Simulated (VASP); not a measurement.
## Co: relaxation of cell and atoms with LDA

The system is Co.

```
Co
1.0
     3.52694    0.00000    0.00000
    -1.76347    3.05442    0.00000
     0.00000    0.00000    2.18670
Co
3
Cartesian
  0.0000 0.0000 0.0000
  0.0000 2.0363 1.0934
  1.7635 1.0181 1.0934
```

```
Program                : VASP 6.6.1
Task                   : relaxation of cell and atoms
Functional             : LDA
Potentials or basis    : VASP PAW LDA potentials, release 64 (Co)
Cutoff                 : 600 eV
k mesh                 : 10 × 10 × 14
Occupations            : fermi-dirac, width 0.1 eV
Spin                   : collinear spin, ferromagnetic start
Starting moments       : [1.7, 1.7, 1.7] μB
Target pressure        : 100 GPa
Dipole correction      : no
Further INCAR settings : ALGO = Normal; EDIFF = 1e-07; IBRION = 2; EDIFFG = -0.005; NSW = 60; ISIF = 3
```

| Item | Value |
| --- | --- |
| Relaxed volume | 8.02 Å³/atom |
| Relaxed cell | a = 3.572 Å, b = 3.572 Å, c = 2.178 Å, α = 90.00°, β = 90.00°, γ = 120.00° |
| Space group after relaxing (to 0.05 Å) | P6/mmm (No. 191) |
| Energy change on relaxing (the enthalpy is what falls) | -116.0 meV/atom |
| Ionic steps | 9 |
| Pressure after relaxing | 100.0 GPa |
| Net moment | 2.78 μB per cell |
| Site moments | Co +1.00, +0.85 μB |

The path:
```tsv
step	energy change (eV)	largest force (eV/Å)	pressure (GPa)	volume (Å³)
1	0.0000	0.0000	114.25	23.56
2	-1.2725	0.0000	56.12	26.01
3	-0.3988	0.0000	97.79	24.15
4	-0.3840	0.0000	98.43	24.12
5	-0.3097	0.0000	101.50	24.00
6	-0.3463	0.0000	100.11	24.06
7	-0.3455	0.0000	100.09	24.06
8	-0.3528	0.0000	99.77	24.07
9	-0.3479	0.0000	99.99	24.06
```

Final structure:
```
Co
1.0
     3.57191    0.00000    0.00000
    -1.78595    3.09336    0.00000
     0.00000    0.00000    2.17755
Co
3
Direct
  0.00000 0.00000 0.00000
  0.33333 0.66667 0.50000
  0.66667 0.33333 0.50000
```

Levels at points of the mesh, in eV from the Fermi level:
Spin up:
| k point | band 12 | band 13 | band 14 | band 15 | band 16 | band 17 | band 18 | band 19 |
| --- | --- | --- | --- | --- | --- | --- | --- | --- |
| (0.00, 0.00, 0.00) | -1.92 | -1.84 | -1.84 | 0.19 | 0.19 | 8.57 | 8.57 | 8.60 |
| (0.50, 0.00, 0.00) | -0.68 | -0.39 | -0.34 | -0.34 | -0.06 | 0.11 | 0.28 | 10.06 |
| (0.00, 0.00, 0.50) | -0.55 | -0.10 | -0.10 | 0.97 | 2.13 | 3.43 | 12.53 | 13.29 |
| (0.50, 0.00, 0.50) | -0.74 | -0.40 | 0.04 | 0.62 | 2.43 | 3.31 | 7.50 | 9.09 |
Spin down:
| k point | band 8 | band 9 | band 10 | band 11 | band 12 | band 13 | band 14 | band 15 | band 16 | band 17 |
| --- | --- | --- | --- | --- | --- | --- | --- | --- | --- | --- |
| (0.00, 0.00, 0.00) | -2.64 | -1.84 | -1.84 | -0.95 | -0.95 | -0.86 | -0.86 | 1.26 | 1.26 | 9.11 |
| (0.50, 0.00, 0.00) | -2.64 | -1.91 | -0.77 | -0.69 | 0.27 | 0.28 | 0.66 | 0.70 | 0.71 | 0.77 |
| (0.00, 0.00, 0.50) | -1.99 | -1.93 | -1.93 | 0.53 | 0.53 | 0.87 | 0.87 | 1.78 | 3.04 | 4.02 |
| (0.50, 0.00, 0.50) | -1.99 | -1.78 | -0.95 | -0.67 | 0.11 | 0.67 | 1.11 | 1.49 | 2.91 | 3.86 |

Wall time 22 min on 1 thread of AMD EPYC 7R13, with other jobs on the host, peak memory 0.19 GiB.

Caveat: the cell is relaxed towards a set pressure, so the enthalpy falls and the energy may rise.
